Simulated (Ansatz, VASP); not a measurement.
## TiAl3: VASP beside Ansatz

File INCAR:

```
SYSTEM = TiAl3
PREC = Accurate
ENCUT = 520
EDIFF = 1E-7
ISMEAR = 0
SIGMA = 0.15
LREAL = .FALSE.
LASPH = .TRUE.
NELM = 100
ALGO = Fast
ISIF = 2
LWAVE = .FALSE.
LCHARG = .FALSE.
GGA = PS
NBANDS = 18
```

Contents of KPOINTS:

```
regular mesh
0
G
  18 18 18
  0 0 0
```

POSCAR

```
TiAl3
1.0
   -1.9077740735      1.9077740735      4.2769968080
    1.9077740735     -1.9077740735      4.2769968080
    1.9077740735      1.9077740735     -4.2769968080
Ti Al
1 3
Direct
    0.0077943936      0.0077943936      0.0000000000
    0.4859714649      0.4859714649      0.0000000000
    0.7501003876      0.2501003876      0.5000000000
    0.2501003876      0.7501003876      0.5000000000
```

Input for Ansatz:

```yaml
crystal:
  lattice:
    - [-1.9077740735, 1.9077740735, 4.276996808]
    - [1.9077740735, -1.9077740735, 4.276996808]
    - [1.9077740735, 1.9077740735, -4.276996808]
  atoms:
    - { symbol: Ti, position: [0.0077943936, 0.0077943936, 0.0] }
    - { symbol: Al, position: [0.4859714649, 0.4859714649, 0.0] }
    - { symbol: Al, position: [0.7501003876, 0.2501003876, 0.5] }
    - { symbol: Al, position: [0.2501003876, 0.7501003876, 0.5] }
basis:
  ecutwfc: 420
kpoints:
  mp_grid: { grid: [18, 18, 18] }
hamiltonian:
  xc: pbesol
scf:
  occupations: { method: gaussian, width: 0.15 }
output:
  forces: true
  stress: true
  eigenvalues: true
```

Change from the starting cell: mode 4 (203.4 1/cm) frozen in, largest displacement -0.120 Å.

Alike in both runs: task single point; functional PBEsol; k mesh 18 × 18 × 18; occupations gaussian, width 0.15 eV; no spin polarisation.

|  | VASP | Ansatz |
| --- | --- | --- |
| version | VASP 6.6.1 | Ansatz 0.2.0 |
| potentials or method | VASP PAW PBE potentials, release 64 (Ti_sv, Al), cutoff 520 eV | scalar-relativistic, plane waves, PAW |
| valence electrons in the cell | 21 | 21 |

Ansatz gave:

| Property | Result |
| --- | --- |
| gap on the k mesh at the Fermi level (eV) | none |
| pressure (GPa) | 0.3 |
| rms of the force components (eV/Å) | 0.202 |

Question: Estimate VASP's values.

Answer: gap on the k mesh at the Fermi level (eV): none; pressure (GPa): 0.4; rms of the force components (eV/Å): 0.202.

VASP's potentials were made for PBE, not for PBEsol. Atom by atom the forces differ by 0.001 eV/Å (rms over components). A gap of «none» marks a metal or a gap that the smearing closes.
